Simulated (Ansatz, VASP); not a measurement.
Tl: VASP beside Ansatz

INCAR

```
SYSTEM = Tl
PREC     = Accurate       ! precision mode
ENCUT    = 520            ! plane-wave cutoff, eV
EDIFF    = 1E-6           ! SCF threshold, eV
ISMEAR   = -1             ! smearing method
SIGMA    = 0.1            ! smearing width, eV
LREAL    = .False.        ! projectors in reciprocal space
LASPH    = .True.         ! aspherical terms in the spheres
NELM     = 60             ! most SCF steps
ALGO     = Normal         ! electronic algorithm
ISIF     = 2              ! what is computed and relaxed
LWAVE    = .False.        ! write WAVECAR
LCHARG   = .False.        ! write CHGCAR
GGA      = CA             ! functional
NBANDS   = 34             ! bands
```

KPOINTS

```
Automatic mesh
0
Gamma
  12 12 4
  0 0 0
```

Contents of POSCAR:

```
Tl
1.0
    3.2856982801      0.0000000000      0.0000000000
   -1.6428491401      2.8454981797      0.0000000000
    0.0000000000      0.0000000000     10.6764200088
Tl
4
Direct
    1.0000000000      1.0000000000      0.0000000000
    1.0000000000      1.0000000000      0.5000000000
    0.3333333333      0.6666666667      0.2500000000
    0.6666666667      0.3333333333      0.7500000000
```

Input for Ansatz:

```yaml
crystal:
  lattice:
    - [3.2856982801, 0.0, 0.0]
    - [-1.6428491401, 2.8454981797, 0.0]
    - [0.0, 0.0, 10.6764200088]
  atoms:
    - { symbol: Tl, position: [1.0, 1.0, 0.0] }
    - { symbol: Tl, position: [1.0, 1.0, 0.5] }
    - { symbol: Tl, position: [0.3333333333, 0.6666666667, 0.25] }
    - { symbol: Tl, position: [0.6666666667, 0.3333333333, 0.75] }
hamiltonian:
  xc: lda
  pseudopotentials:
    kind: paw
    azcp:
      Tl: "pseudopotentials/Tl.paw.azcp"
basis:
  ecutwfc: 420
  fft_grid_basis: typed
kpoints:
  mp_grid: { grid: [12, 12, 4], shift: [0, 0, 0] }
magnetization:
  spin_polarized: false
scf:
  occupations: { method: fermi_dirac, width: 0.1 }
  lower_state_search: "off"
output:
  stress: true
```

Alike in both runs: task single point; functional LDA; k mesh 12 × 12 × 4; occupations fermi-dirac, width 0.1 eV; no spin polarisation.

|  | VASP | Ansatz |
| --- | --- | --- |
| version | VASP 6.6.1 | Ansatz 0.2.0 |
| potentials or method | VASP PAW LDA potentials, release 64 (Tl_d), cutoff 520 eV | plane waves (420 eV) with PAW, scalar-relativistic |
| valence electrons in the cell | 52 | 52 |

|  | VASP | Ansatz | Ansatz less VASP |
| --- | --- | --- | --- |
| pressure (GPa) | 4.7 | 4.5 | -0.13 |
| traceless stress, the component that is largest in VASP (GPa) | 0.09 | 0.08 | -0.001 |

Ansatz warns that its potentials were made for another functional, while VASP's fit it. LDA's correlation is that of Perdew and Zunger in VASP and of Perdew and Wang (1992) in Ansatz.

Spin-orbit coupling is off throughout.
